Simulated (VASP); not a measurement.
# Ga (I4/mmm) in VASP: a series of runs, part 2 of 2

VASP 6.6.1. Earlier steps stand in the parts before.

### 5 Single point, PBEsol (strain -0.030 along x and y, -0.030 along z)

Contents of INCAR:

```
SYSTEM = Ga
PREC = Accurate
ENCUT = 520
EDIFF = 1E-7
ISMEAR = 0
SIGMA = 0.15
LREAL = .FALSE.
LASPH = .TRUE.
NELM = 60
ALGO = Fast
ISIF = 2
LWAVE = .FALSE.
LCHARG = .TRUE.
GGA = PS
LELF = .TRUE.
LVHAR = .TRUE.
NBANDS = 12
```

Contents of KPOINTS:

```
regular mesh
0
G
  24 24 24
  0 0 0
```

Contents of POSCAR:

```
Ga
1.0
   -1.3618800000      1.3618800000      2.1621300000
    1.3618800000     -1.3618800000      2.1621300000
    1.3618800000      1.3618800000     -2.1621300000
Ga
1
Direct
    0.0000000000      0.0000000000      0.0000000000
```

Potentials or basis: VASP PAW PBE potentials, release 64 (Ga_d).

On the command line:

```
$ cat potpaw_PBE.64/Ga_d/POTCAR > POTCAR
$ mpirun -np 1 vasp_std > vasp.out
```

OUTCAR:

```text
SYSTEM = Ga
   PREC = Accurate
   ENCUT = 520
   EDIFF = 1E-7
   ISMEAR = 0
   LREAL = .FALSE.
   LASPH = .TRUE.
   NELM = 60
   ISIF = 2
   GGA = PS

 ion  position               nearest neighbor table
   1  0.000  0.000  0.000-

  LATTYP: Found a body centered tetragonal cell.
 ALAT       =     2.7237600000
 C/A-ratio  =     1.5876068376

  Lattice vectors:

 A1 = (  -1.3618800000,   1.3618800000,   2.1621300000)
 A2 = (   1.3618800000,  -1.3618800000,   2.1621300000)
 A3 = (   1.3618800000,   1.3618800000,  -2.1621300000)
[... 541 lines left out ...]

 [... further k-points ...]

------------------------ aborting loop because EDIFF is reached ----------------------------------------

  FORCE on cell =-STRESS in cart. coord.  units (eV):
  Direction    XX          YY          ZZ          XY          YZ          ZX
  --------------------------------------------------------------------------------------
  -------------------------------------------------------------------------------------
  Total        0.7521140      0.7521140      0.7487082      0.0000000      0.0000000      0.0000000
  in kB       75.1233209     75.1233209     74.7831441      0.0000000      0.0000000      0.0000000
  external PRESSURE =      75.0099286 kB  Pullay stress =       0.0000000 kB

 VOLUME and BASIS-vectors are now :
 -----------------------------------------------------------------------------
  energy-cutoff  :      520.00
  volume of cell :       16.04
      direct lattice vectors                 reciprocal lattice vectors
    -1.361880000  1.361880000  2.162130000     0.000000000  0.367139542  0.231253440
     1.361880000 -1.361880000  2.162130000     0.367139542  0.000000000  0.231253440
     1.361880000  1.361880000 -2.162130000     0.367139542  0.367139542  0.000000000

 POSITION                                       TOTAL-FORCE (eV/Angst)
 -----------------------------------------------------------------------------------
      0.00000      0.00000      0.00000        -0.000000     -0.000000      0.000000
 -----------------------------------------------------------------------------------
    total drift:                               -0.000000      0.000000     -0.000000

  FREE ENERGIE OF THE ION-ELECTRON SYSTEM (eV)
  ---------------------------------------------------
  free  energy   TOTEN  =        -3.3005880438 eV

  energy  without entropy=       -3.2965909198  energy(sigma->0) =       -3.29858948
```

OSZICAR:

```text
N       E                     dE             d eps       ncg     rms          rms(c)
DAV:   1     0.415240695110E+02    0.41524E+02   -0.66181E+03 28260   0.196E+03
DAV:   2    -0.148219549268E+01   -0.43006E+02   -0.41204E+02 26820   0.258E+02
DAV:   3    -0.334361410784E+01   -0.18614E+01   -0.18553E+01 29244   0.440E+01
DAV:   4    -0.335716188706E+01   -0.13548E-01   -0.13546E-01 29292   0.390E+00
DAV:   5    -0.335729747612E+01   -0.13559E-03   -0.13559E-03 30244   0.377E-01    0.115E+00
RMM:   6    -0.331107006530E+01    0.46227E-01   -0.50734E-02 35110   0.328E+00    0.529E-01
RMM:   7    -0.330175841864E+01    0.93116E-02   -0.14851E-02 38180   0.133E+00    0.152E-01
RMM:   8    -0.330057652035E+01    0.11819E-02   -0.18429E-03 38923   0.412E-01    0.118E-02
RMM:   9    -0.330058255034E+01   -0.60300E-05   -0.23367E-04 39879   0.207E-01    0.780E-03
RMM:  10    -0.330058767794E+01   -0.51276E-05   -0.47373E-05 43647   0.786E-02    0.675E-04
RMM:  11    -0.330058797723E+01   -0.29929E-06   -0.41424E-06 35617   0.205E-02    0.412E-04
RMM:  12    -0.330058804382E+01   -0.66591E-07   -0.78659E-07 27067   0.904E-03
   1 F= -.33005880E+01 E0= -.32985895E+01  d E =-.399712E-02
```

Run time: 2.5 min. Hardware: 1 thread of Intel Xeon Platinum 8259CL at 2.50GHz (Skylake/Cascade Lake), shared host; peak memory 0.31 GiB.

What came out:

```
Free energy            : -3.3006 eV
Pressure               : 7.5 GPa
Band gap on the k mesh : zero (an odd number of electrons rules out a gap without spin polarisation)
```

Caveat: the cell differs from its parent crystal (strain -0.030 along x and y, -0.030 along z); the cell stands under pressure; the PAW data sets were made with another functional, which shifts forces and pressure a little.

### 6 Single point, PBEsol (strain -0.030 along x and y, -0.015 along z)

Contents of INCAR:

```
SYSTEM = Ga
ALGO     = Fast           ! electronic algorithm
EDIFF    = 1E-7           ! SCF threshold, eV
ENCUT    = 520            ! plane-wave cutoff, eV
GGA      = PS             ! functional
ISIF     = 2              ! what is computed and relaxed
ISMEAR   = 0              ! smearing method
LASPH    = .True.         ! aspherical terms in the spheres
LCHARG   = .False.        ! write CHGCAR
LREAL    = .False.        ! projectors in reciprocal space
LWAVE    = .False.        ! write WAVECAR
NBANDS   = 12             ! bands
NELM     = 60             ! most SCF steps
PREC     = Accurate       ! precision mode
SIGMA    = 0.15           ! smearing width, eV
```

Contents of KPOINTS:

```
k-points
0
Gamma
  24 24 24
  0 0 0
```

Contents of POSCAR:

```
Ga
1.0
   -1.3618800000      1.3618800000      2.1955650000
    1.3618800000     -1.3618800000      2.1955650000
    1.3618800000      1.3618800000     -2.1955650000
Ga
1
Direct
    0.0000000000      0.0000000000      0.0000000000
```

Potentials or basis: VASP PAW PBE potentials, release 64 (Ga_d).

On the command line:

```
$ cat potpaw_PBE.64/Ga_d/POTCAR > POTCAR
$ mpirun -np 1 vasp_std > vasp.out
```

OUTCAR:

```text
SYSTEM = Ga
   EDIFF = 1E-7
   ENCUT = 520
   GGA = PS
   ISIF = 2
   ISMEAR = 0
   LASPH = .True.
   LREAL = .False.
   NELM = 60
   PREC = Accurate

 ion  position               nearest neighbor table
   1  0.000  0.000  0.000-

  LATTYP: Found a body centered tetragonal cell.
 ALAT       =     2.7237600000
 C/A-ratio  =     1.6121574588

  Lattice vectors:

 A1 = (  -1.3618800000,   1.3618800000,   2.1955650000)
[... 539 lines left out ...]
      9      19.1036      0.00000
     10      20.2861      0.00000
     11      22.2393      0.00000
     12      25.0599      0.00000

 [... further k-points ...]

------------------------ aborting loop because EDIFF is reached ----------------------------------------

  FORCE on cell =-STRESS in cart. coord.  units (eV):
  Direction    XX          YY          ZZ          XY          YZ          ZX
  --------------------------------------------------------------------------------------
  -------------------------------------------------------------------------------------
  Total        0.6415123      0.6415123      0.5990773      0.0000000      0.0000000      0.0000000
  in kB       63.1003254     63.1003254     58.9263387      0.0000000      0.0000000      0.0000000
  external PRESSURE =      61.7089965 kB  Pullay stress =       0.0000000 kB

 VOLUME and BASIS-vectors are now :
 -----------------------------------------------------------------------------
  energy-cutoff  :      520.00
  volume of cell :       16.29
      direct lattice vectors                 reciprocal lattice vectors
    -1.361880000  1.361880000  2.195565000     0.000000000  0.367139542  0.227731814
     1.361880000 -1.361880000  2.195565000     0.367139542  0.000000000  0.227731814
     1.361880000  1.361880000 -2.195565000     0.367139542  0.367139542  0.000000000

 POSITION                                       TOTAL-FORCE (eV/Angst)
 -----------------------------------------------------------------------------------
      0.00000      0.00000      0.00000        -0.000000      0.000000      0.000000
 -----------------------------------------------------------------------------------
    total drift:                                0.000000      0.000000     -0.000000

  FREE ENERGIE OF THE ION-ELECTRON SYSTEM (eV)
  ---------------------------------------------------
  free  energy   TOTEN  =        -3.3110533894 eV

  energy  without entropy=       -3.3072392571  energy(sigma->0) =       -3.30914632
```

OSZICAR:

```text
N       E                     dE             d eps       ncg     rms          rms(c)
DAV:   1     0.419023582860E+02    0.41902E+02   -0.66478E+03 28188   0.196E+03
DAV:   2    -0.144557642789E+01   -0.43348E+02   -0.41573E+02 26880   0.260E+02
DAV:   3    -0.335171785600E+01   -0.19061E+01   -0.19012E+01 29168   0.442E+01
DAV:   4    -0.336594475734E+01   -0.14227E-01   -0.14225E-01 29088   0.399E+00
DAV:   5    -0.336608934192E+01   -0.14458E-03   -0.14458E-03 30388   0.391E-01    0.113E+00
RMM:   6    -0.332113739476E+01    0.44952E-01   -0.50115E-02 35217   0.326E+00    0.522E-01
RMM:   7    -0.331217667333E+01    0.89607E-02   -0.14545E-02 38232   0.131E+00    0.150E-01
RMM:   8    -0.331104257316E+01    0.11341E-02   -0.18030E-03 38917   0.408E-01    0.117E-02
RMM:   9    -0.331104810850E+01   -0.55353E-05   -0.22413E-04 39764   0.205E-01    0.775E-03
RMM:  10    -0.331105305092E+01   -0.49424E-05   -0.46562E-05 43691   0.780E-02    0.731E-04
RMM:  11    -0.331105333684E+01   -0.28592E-06   -0.39198E-06 35194   0.200E-02    0.429E-04
RMM:  12    -0.331105338936E+01   -0.52523E-07   -0.77107E-07 26783   0.889E-03
   1 F= -.33110534E+01 E0= -.33091463E+01  d E =-.381413E-02
```

stdout:

```text
POSCAR found type information on POSCAR Ga
 POSCAR found :  1 types and       1 ions
 scaLAPACK will be used
 -----------------------------------------------------------------------------
|                                                                             |
|                                                                             |
|     You enforced a specific xc type in the INCAR file but a different       |
|     I HOPE YOU KNOW WHAT YOU ARE DOING!                                     |
|                                                                             |
 -----------------------------------------------------------------------------

 LDA part: xc-table for (Slater+PW92), standard interpolation
 POSCAR, INCAR and KPOINTS ok, starting setup
 FFT: planning ... GRIDC
 FFT: planning ... GRID_SOFT
 FFT: planning ... GRID
 WAVECAR not read
 entering main loop
WARNING in EDDRMM: call to ZHEGV failed, returncode =   6  3     11
WARNING in EDDRMM: call to ZHEGV failed, returncode =   6  3     10
WARNING in EDDRMM: call to ZHEGV failed, returncode =   6  3     11
WARNING in EDDRMM: call to ZHEGV failed, returncode =   8  4     11
WARNING in EDDRMM: call to ZHEGV failed, returncode =   6  3     11
WARNING in EDDRMM: call to ZHEGV failed, returncode =   6  3      9
WARNING in EDDRMM: call to ZHEGV failed, returncode =   8  4     11
```

Wall time 2.5 min (1 thread of Intel Xeon Platinum 8259CL at 2.50GHz (Skylake/Cascade Lake), shared host); peak memory 0.31 GiB.

Results:

```
Free energy            : -3.3111 eV
Pressure               : 6.2 GPa
Band gap on the k mesh : zero (an odd number of electrons rules out a gap without spin polarisation)
```

Stress tensor (GPa, compression positive):
```
6.31 0.00 0.00
0.00 6.31 0.00
0.00 0.00 5.89
```

Levels at points of the mesh, in eV from the Fermi level:
| k point | band 3 | band 4 | band 5 | band 6 | band 7 | band 8 | band 9 | band 10 |
| --- | --- | --- | --- | --- | --- | --- | --- | --- |
| (0.00, 0.00, 0.00) | -14.97 | -14.96 | -14.77 | -12.27 | 13.91 | 13.91 | 13.96 | 16.91 |
| (0.50, 0.00, 0.00) | -14.95 | -14.74 | -14.68 | -5.04 | -4.72 | 9.00 | 12.93 | 13.13 |
| (0.50, 0.50, 0.00) | -14.74 | -14.73 | -14.59 | -2.46 | -1.02 | 4.21 | 5.25 | 8.43 |
| (0.50, 0.50, 0.50) | -14.70 | -14.69 | -14.69 | -4.18 | -4.05 | 7.08 | 7.08 | 10.32 |

Caveat: the cell differs from its parent crystal (strain -0.030 along x and y, -0.015 along z); the cell stands under pressure; the PAW data sets were made with another functional, which shifts forces and pressure a little.

### 7 The runs side by side

```csv
cell,further INCAR settings,gap on the mesh (eV),pressure (GPa)
"a = 3.055 Å, angles 124.4, 124.4, 82.6°, 1 atom",ALGO = Fast; EDIFF = 1e-06; NBANDS = 12,none,-2.6
"a = 3.050 Å, angles 123.4, 123.4, 84.2°, 1 atom",ALGO = Fast; EDIFF = 1e-07; NBANDS = 12,none,-3.4
"a = 3.075 Å, angles 123.9, 123.9, 83.4°, 1 atom",ALGO = Fast; EDIFF = 1e-07; NBANDS = 12,none,-4.0
"a = 2.896 Å, angles 123.9, 123.9, 83.4°, 1 atom",ALGO = Fast; EDIFF = 1e-07; NBANDS = 12,none,7.5
"a = 2.921 Å, angles 124.4, 124.4, 82.5°, 1 atom",ALGO = Fast; EDIFF = 1e-07; NBANDS = 12,none,6.2
```

Alike in all rows: task single point; level PBEsol; potentials or basis VASP PAW PBE potentials, release 64 (Ga_d); no spin polarisation; k mesh 24 × 24 × 24; cutoff (eV) 520; smearing gaussian 0.15 eV.

Caveats: the PAW data sets were made with another functional, which shifts forces and pressure a little; the cell stands under tension (at least some runs); the cell stands under pressure (at least some runs).

Total energies depend on the potentials used, so only differences within one code and one set of settings carry meaning.
